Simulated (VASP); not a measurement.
# Sn4Se3S: single point with PBE

Sn4Se3S:

```
Sn Se S
1.0
     4.25130    0.00000    0.00000
     0.00000    4.25130    0.00000
     0.00000    0.00000   12.02148
Sn Se S
4 3 1
Direct
  0.00000 0.00000 0.75565
  0.50000 0.50000 0.00000
  0.00000 0.00000 0.24435
  0.50000 0.50000 0.50000
  0.50000 0.50000 0.24878
  0.00000 0.00000 0.50000
  0.50000 0.50000 0.75122
  0.00000 0.00000 0.00000
```

```
Program             : VASP 6.6.1
Task                : single point
Functional          : PBE
Potentials or basis : VASP PAW PBE potentials, release 64 (Sn_d, Se, S)
Cutoff              : 520 eV
k mesh              : 4 × 4 × 2
Occupations         : gaussian, width 0.1 eV
Spin                : no spin polarisation
```

* Pressure: -0.6 GPa
* Largest force: 0.042 eV/Å
* Band gap on the k mesh: 0.44 eV, direct

Forces on the atoms (eV/Å):
```
Sn   0.000  0.000  0.042
Sn   0.000  0.000  0.000
Sn   0.000  0.000 -0.042
Sn   0.000  0.000  0.000
Se   0.000  0.000  0.017
Se   0.000  0.000  0.000
Se   0.000  0.000 -0.017
S    0.000  0.000  0.000
```

Stress tensor (GPa, compression positive):
```
-0.58  0.00  0.00
 0.00 -0.58  0.00
 0.00  0.00 -0.71
```

Levels at points of the mesh, in eV from the valence-band top:
| k point | band 38 | band 39 | band 40 | band 41 | band 42 | band 43 |
| --- | --- | --- | --- | --- | --- | --- |
| (0.00, 0.00, 0.00) | -2.27 | -1.76 | -1.69 | 1.95 | 2.09 | 3.06 |
| (0.50, 0.00, 0.00) | -0.61 | -0.06 | 0.00 | 0.44 | 0.48 | 1.07 |
| (0.50, 0.50, 0.00) | -3.62 | -1.01 | -0.85 | 1.49 | 1.50 | 3.06 |
| (0.00, 0.00, 0.50) | -2.49 | -1.47 | -1.18 | 2.20 | 2.40 | 3.27 |
| (0.50, 0.00, 0.50) | -0.34 | -0.28 | -0.26 | 0.57 | 0.59 | 0.63 |
| (0.50, 0.50, 0.50) | -2.52 | -2.43 | -2.37 | 3.35 | 3.36 | 3.47 |

Run time: 2.1 min on 1 thread of Intel Xeon 6975P-C (shared host), peak memory 0.35 GiB.

Caveat: spin-orbit coupling is left out, which moves the levels of the heavy elements. A k mesh can miss the band edges.
